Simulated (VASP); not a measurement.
# Fe2Pt (P-3m1) in VASP: further runs

Runs on Fe2Pt. Level: PBEsol+D4. Tasks: single point.

All numbers are computed with VASP 6.6.1; they aren't measurements. Logs are shortened: lines on timing, memory, paths and dates and some standing lists are left out, and cuts for length are marked.

## (1) The cell of the first run

It takes space group P-3m1 (No. 164, trigonal). The conventional cell has a = 2.618 Å, b = 2.618 Å, c = 6.277 Å, α = 90.00°, β = 90.00°, γ = 120.00°. Fe (site symmetry 3m) has 9 Fe at 2.36 to 2.62 Å and 3 Pt at 2.69 Å within 3.1 Å. Pt (site symmetry -3m) has 6 Pt at 2.62 Å and 6 Fe at 2.69 Å within 3.5 Å.

## (2) Single point, PBEsol+D4

File INCAR:

```
  ALGO = Normal
  EDIFF = 1E-6
  ENCUT = 520
  GGA = PS
  ISIF = 2
  ISMEAR = -1
  IVDW = 13
  LASPH = T
  LCHARG = F
  LREAL = F
  LWAVE = F
  NBANDS = 20
  NELM = 60
  PREC = Accurate
  SIGMA = 0.1
```

File KPOINTS:

```
k-points
0
Gamma
  14 14 6
```

File POSCAR:

```
Fe2Pt
1.0
    2.6175999200      0.0000000000      0.0000000000
   -1.3087999600      2.2669080200      0.0000000000
    0.0000000000      0.0000000000      6.2768510000
Fe Pt
2 1
Direct
    0.3333333333      0.6666666667      0.6445400000
    0.6666666667      0.3333333333      0.3554600000
    0.0000000000      0.0000000000      0.0000000000
```

Potentials or basis: VASP PAW PBE potentials, release 64 (Fe, Pt).

Started as:

```bash
cat potpaw_PBE.64/Fe/POTCAR potpaw_PBE.64/Pt/POTCAR > POTCAR
mpirun -np 1 vasp_std > vasp.out
```

OUTCAR:

```text
EDIFF = 1E-6
   ENCUT = 520
   GGA = PS
   ISIF = 2
   ISMEAR = -1
   IVDW = 13
   LASPH = T
   LREAL = F
   NELM = 60
   PREC = Accurate

 ion  position               nearest neighbor table
   1  0.333  0.667  0.645-   2 2.36   2 2.36   2 2.36   3 2.69   3 2.69   3 2.69
   2  0.667  0.333  0.355-   1 2.36   1 2.36   1 2.36   3 2.69   3 2.69   3 2.69
   3  0.000  0.000  0.000-   1 2.69   2 2.69   2 2.69   1 2.69   2 2.69   1 2.69

  LATTYP: Found a hexagonal cell.
 ALAT       =     2.6175999200
 C/A-ratio  =     2.3979413172

  Lattice vectors:

 A1 = (   2.6175999200,   0.0000000000,   0.0000000000)
 A2 = (  -1.3087999600,   2.2669080200,   0.0000000000)
 A3 = (   0.0000000000,   0.0000000000,   6.2768510000)

Analysis of symmetry for initial positions (statically):
=====================================================================
 Subroutine PRICEL returns:
 Original cell was already a primitive cell.

 Routine SETGRP: Setting up the symmetry group for a
 hexagonal supercell.

 Subroutine GETGRP returns: Found 12 space group operations
 (whereof 12 operations were pure point group operations)
 out of a pool of 24 trial point group operations.

The static configuration has the point symmetry D_3d.

Analysis of symmetry for dynamics (positions and initial velocities):
=====================================================================
 Subroutine PRICEL returns:
 Original cell was already a primitive cell.

 Routine SETGRP: Setting up the symmetry group for a
 hexagonal supercell.

 Subroutine GETGRP returns: Found 12 space group operations
 (whereof 12 operations were pure point group operations)
 out of a pool of 24 trial point group operations.

The dynamic configuration has the point symmetry D_3d.

 Subroutine INISYM returns: Found 12 space group operations
 (whereof 12 operations are pure point group operations),
 and found     1 'primitive' translations

----------------------------------------------------------------------------------------

                                     Primitive cell

  volume of cell :      37.2459

  direct lattice vectors                    reciprocal lattice vectors
     2.617599920  0.000000000  0.000000000     0.382029352  0.220564750  0.000000000
    -1.308799960  2.266908020  0.000000000     0.000000000  0.441129499  0.000000000
     0.000000000  0.000000000  6.276851000     0.000000000  0.000000000  0.159315555

  length of vectors
     2.617599920  2.617599913  6.276851000     0.441129498  0.441129499  0.159315555

  position of ions in fractional coordinates (direct lattice)
     0.333333333  0.666666667  0.644540000
     0.666666667  0.333333333  0.355460000
     0.000000000  0.000000000  0.000000000

  ion indices of the primitive-cell ions
   primitive index   ion index
                 1           1
                 2           2
                 3           3

----------------------------------------------------------------------------------------

 KPOINTS: k-points

Automatic generation of k-mesh.
 Grid dimensions read from file:
 generate k-points for:   14   14    6

 Generating k-lattice:

  Cartesian coordinates                     Fractional coordinates (reciprocal lattice)
     0.027287811  0.015754625  0.000000000     0.071428571 -0.000000000  0.000000000
     0.000000000  0.031509250  0.000000000     0.000000000  0.071428571  0.000000000
     0.000000000  0.000000000  0.026552592     0.000000000  0.000000000  0.166666667

  Length of vectors
     0.031509250  0.031509250  0.026552592

  Shift w.r.t. Gamma in fractional coordinates (k-lattice)
     0.000000000  0.000000000  0.000000000

 Subroutine IBZKPT returns following result:
 ===========================================

 Found    128 irreducible k-points:

 Following reciprocal coordinates:
            Coordinates               Weight
  0.000000  0.000000  0.000000      1.000000
  0.071429  0.000000  0.000000      6.000000
  0.142857 -0.000000  0.000000      6.000000
  0.214286 -0.000000  0.000000      6.000000
  0.285714 -0.000000  0.000000      6.000000
  0.357143  0.000000  0.000000      6.000000
[... 16 lines left out ...]
  0.285714  0.285714  0.000000      6.000000
  0.357143  0.285714  0.000000      6.000000
 [... further k-points ...]
   k-points           NKPTS =    128   k-points in BZ     NKDIM =    128   number of bands    NBANDS=     20
   number of dos      NEDOS =    301   number of ions     NIONS =      3
   total plane-waves  NPLWV =  19200
   dimension x,y,z NGX =    20 NGY =   20 NGZ =   48
   dimension x,y,z NGXF=    40 NGYF=   40 NGZF=   96
   ions per type =               2   1
   NGX,Y,Z   is equivalent  to a cutoff of  12.70, 12.70, 12.71 a.u.
   NGXF,Y,Z  is equivalent  to a cutoff of  25.40, 25.40, 25.43 a.u.
 SYSTEM =  unknown system
   PREC   = accura    normal or accurate (medium, high low for compatibility)
   ISTART =      0    job   : 0-new  1-cont  2-samecut
   ICHARG =      2    charge: 1-file 2-atom 10-const
   ISPIN  =      1    spin polarized calculation?
   LNONCOLLINEAR =      F non collinear calculations
   LSORBIT =      F    spin-orbit coupling
   LASPH  =      T    aspherical Exc in radial PAW
   ENCUT  =  520.0 eV  38.22 Ry    6.18 a.u.   4.87  4.87 11.67*2*pi/ulx,y,z
   NELM   =     60;   NELMIN=  2; NELMDL= -5     # of ELM steps
   EDIFF  = 0.1E-05   stopping-criterion for ELM
   LREAL  =      F    real-space projection
   EDIFFG = 0.1E-04   stopping-criterion for IOM
   NSW    =      0    number of steps for IOM
   IBRION =     -1    ionic relax: 0-MD 1-quasi-New 2-CG
   NFREE  =      0    steps in history (QN), initial steepest desc. (CG)
   ISIF   =      2    stress and relaxation
   ISYM   =      2    0-nonsym 1-usesym 2-fastsym
   POTIM  = 0.5000    time-step for ionic-motion
   TEBEG  =    0.0;   TEEND  =   0.0 temperature during run
   PSTRESS=    0.0 pullay stress
   NELECT =      26.0000    total number of electrons
   NUPDOWN=      -1.0000    fix difference up-down
   EMIN   =  10.00;   EMAX   =-10.00  energy-range for DOS
   EFERMI =   0.00;   METHOD = LEGACY
   ISMEAR =    -1;   SIGMA  =   0.10  broadening in eV -4-tet -1-fermi 0-gaus
   EFERMI_NEDOS =   21; number of points for ismear=-14 and -15
   IALGO  =     38    algorithm
   IMIX   =      4    mixing-type and parameters
     AMIX     =   0.40;   BMIX     =  1.00
     AMIX_MAG =   1.60;   BMIX_MAG =  1.00
  volume/ion in A,a.u.               =      12.42        83.78
  Fermi-wavevector in a.u.,A,eV,Ry     =   1.452244  2.744343 28.694863  2.109013
  Thomas-Fermi vector in A             =   2.569648
   LORBIT       =      0    0 simple, 1 ext, 2 COOP (PROOUT), +10 PAW based schemes
   GGA     = PS    functional components
   LHFCALC =     F    Hartree Fock is set to
   AEXX    =    0.0000 exact exchange contribution
   IVDW    =    13    specifies the selected vdW correction
   LEPSILON=     F    determine dielectric tensor
   LRPA    =     F    only Hartree local field effects (RPA)
 non-spin polarized calculation
  energy-cutoff  :      520.00
  volume of cell :       37.25
 maximum number of plane-waves:      1022
   NGX =  9   NGY =  9   NGZ = 23

 number of electron      26.0000011 magnetization

 Free energy of the ion-electron system (eV)
  ---------------------------------------------------
  ext. energy  EPLUGINS =         0.00000000
  ---------------------------------------------------
  free energy    TOTEN  =       -24.42280891 eV

  energy without entropy =      -24.25750377  energy(sigma->0) =      -24.34015634

 E-fermi :   8.1874     XC(G=0): -13.5101

 val. band max:        8.1827254667   @ k =   0.0714   0.0714   0.3333
 cond. band min:       8.1888455999   @ k =  -0.1429   0.5000   0.1667
 fundamental gap:      0.0061201331
 Fermi energy:         8.1873879077

 k-point     1 :       0.0000    0.0000    0.0000
  band No.  band energies     occupation
      1      -1.8192      2.00000
      2       0.9097      2.00000
      3       3.2305      2.00000
      4       3.9797      2.00000
      5       3.9797      2.00000
      6       4.8418      2.00000
[... 12 lines left out ...]
     19      19.3314      0.00000
     20      19.5982      0.00000

 k-point     2 :       0.0714    0.0000    0.0000
  band No.  band energies     occupation
      1      -1.6031      2.00000
      2       1.0695      2.00000
      3       3.2962      2.00000
      4       3.8480      2.00000
      5       4.1508      2.00000
      6       4.8474      2.00000
[... 12 lines left out ...]
     19      19.4972      0.00000
     20      19.6693      0.00000

 k-point     3 :       0.1429   -0.0000    0.0000
  band No.  band energies     occupation
      1      -0.9934      2.00000
      2       1.5113      2.00000
      3       3.3550      2.00000
      4       3.5620      2.00000
      5       4.6479      2.00000
      6       4.8121      2.00000
[... 12 lines left out ...]
     19      19.8541      0.00000
     20      19.9711      0.00000

 k-point     4 :       0.2143   -0.0000    0.0000
  band No.  band energies     occupation
      1      -0.1363      2.00000
      2       2.0128      2.00000
      3       3.1603      2.00000
      4       3.4137      2.00000
      5       4.7388      2.00000
      6       4.9924      2.00000
[... 12 lines left out ...]
     19      20.0399      0.00000
     20      20.5988      0.00000

 k-point     5 :       0.2857   -0.0000    0.0000
  band No.  band energies     occupation
      1       0.5729      2.00000
      2       2.3062      2.00000
      3       2.6583      2.00000
      4       4.1045      2.00000
      5       4.6925      2.00000
      6       5.1003      2.00000
[... 12 lines left out ...]
     19      18.7303      0.00000
     20      20.9219      0.00000
[... 353 lines left out ...]
      6       4.9766      2.00000
[... 12 lines left out ...]
     19      15.5071      0.00000
     20      17.1829      0.00000

 k-point    22 :       0.3571    0.2143    0.0000
  band No.  band energies     occupation
      1       2.0242      2.00000
      2       2.3862      2.00000
      3       3.8312      2.00000
      4       3.9858      2.00000
      5       4.3659      2.00000
      6       4.9015      2.00000
[... 12 lines left out ...]
     19      15.1009      0.00000
     20      16.5604      0.00000

 k-point    23 :       0.2857    0.2857    0.0000
  band No.  band energies     occupation
      1       2.5513      2.00000
      2       2.7812      2.00000
      3       3.5681      2.00000
      4       3.6956      2.00000
      5       3.9821      2.00000
      6       4.9261      2.00000
[... 12 lines left out ...]
     19      14.6704      0.00000
     20      15.7441      0.00000

 k-point    24 :       0.3571    0.2857    0.0000
  band No.  band energies     occupation
      1       2.7259      2.00000
      2       2.9384      2.00000
      3       3.3882      2.00000
      4       3.8007      2.00000
      5       3.9074      2.00000
      6       4.9194      2.00000
[... 12 lines left out ...]
     19      15.5786      0.00000
     20      16.7365      0.00000

 [... further k-points ...]

------------------------ aborting loop because EDIFF is reached ----------------------------------------

  DFT-D4 for vdW energy calculation

  Edisp (eV):   -0.85280

  FORCE on cell =-STRESS in cart. coord.  units (eV):
  Direction    XX          YY          ZZ          XY          YZ          ZX
  --------------------------------------------------------------------------------------
  -------------------------------------------------------------------------------------
  Total      -3.51361    -3.51361    -3.27932     0.00000     0.00000     0.00000
  in kB    -151.14188  -151.14188  -141.06378     0.00000     0.00000     0.00000
  external pressure =     -147.78 kB  Pullay stress =        0.00 kB

 VOLUME and BASIS-vectors are now :
 -----------------------------------------------------------------------------
  energy-cutoff  :      520.00
  volume of cell :       37.25
      direct lattice vectors                 reciprocal lattice vectors
     2.617599920  0.000000000  0.000000000     0.382029352  0.220564750  0.000000000
    -1.308799960  2.266908020  0.000000000     0.000000000  0.441129499  0.000000000
     0.000000000  0.000000000  6.276851000     0.000000000  0.000000000  0.159315555

 POSITION                                       TOTAL-FORCE (eV/Angst)
 -----------------------------------------------------------------------------------
     -0.00000      1.51127      4.04568        -0.000000      0.000000     -0.096874
      1.30880      0.75564      2.23117         0.000000     -0.000000      0.096874
      0.00000      0.00000      0.00000        -0.000000     -0.000000      0.000000
 -----------------------------------------------------------------------------------
    total drift:                                0.000000     -0.000000      0.000000

  FREE ENERGIE OF THE ION-ELECTRON SYSTEM (eV)
  ---------------------------------------------------
  free  energy   TOTEN  =       -25.2756099511 eV

  energy  without entropy=      -25.1103048091  energy(sigma->0) =      -25.19295738
```

Wall time 42 s (1 thread of Intel Xeon 6975P-C (Granite Rapids), shared host); peak memory 0.22 GiB.

What came out:

| Property | Result |
| --- | --- |
| Free energy | -25.2756 eV |
| Pressure | -14.8 GPa |
| Largest force | 0.097 eV/Å |
| Band gap on the k mesh | zero (bands 13 and 14 overlap by 1.41 eV) |
| Dispersion energy per atom | -0.284 eV |

Forces on the atoms (eV/Å):
```
Fe   0.000  0.000 -0.097
Fe   0.000  0.000  0.097
Pt   0.000  0.000  0.000
```

Caveat: the cell stands under tension; the PAW data sets were made with another functional, which shifts forces and pressure a little; spin-orbit coupling is left out, which moves the levels of the heavy elements; the run has no spin polarisation, though such a crystal can be magnetic. Spin polarisation is off, so any magnetic state and its effect on volume and gap are missing.

[end of part 1 of 2]
